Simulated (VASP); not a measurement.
H15NO6, 22 atoms in the cell. The cell holds an amorphous packing of atoms, 22 atoms: a = 6.222 Å, b = 6.222 Å, c = 6.222 Å, α = 90.00°, β = 90.00°, γ = 90.00°. 

```yaml
Program: VASP 6.6.1
Task: single point
Functional: PBE
Dispersion: D3(BJ)
Potentials_or_basis: VASP PAW PBE potentials, release 64 (O, H, N)
Cutoff: 520 eV
k_mesh: 1 × 1 × 1
Occupations: fermi-dirac, width 0.02 eV
Spin: no spin polarisation
Dipole_correction: no
Further_INCAR_settings: LREAL = Auto; ALGO = Normal; EDIFF = 1e-06; NBANDS = 45
```

Potentials or basis: VASP PAW PBE potentials, release 64 (O, H, N).

Run with:

```bash
$ cat potpaw_PBE.64/O/POTCAR potpaw_PBE.64/H/POTCAR potpaw_PBE.64/N/POTCAR > POTCAR
$ mpirun -np 1 vasp_gam > vasp.out
```

Hardware: 1 thread of Intel Xeon 6975P-C, on a shared host.

Estimate the wall time of this run.

It took 29 s on 1 thread of Intel Xeon 6975P-C, on a shared host, peak memory 0.31 GiB. Counts: scf iterations 15, k points 1.
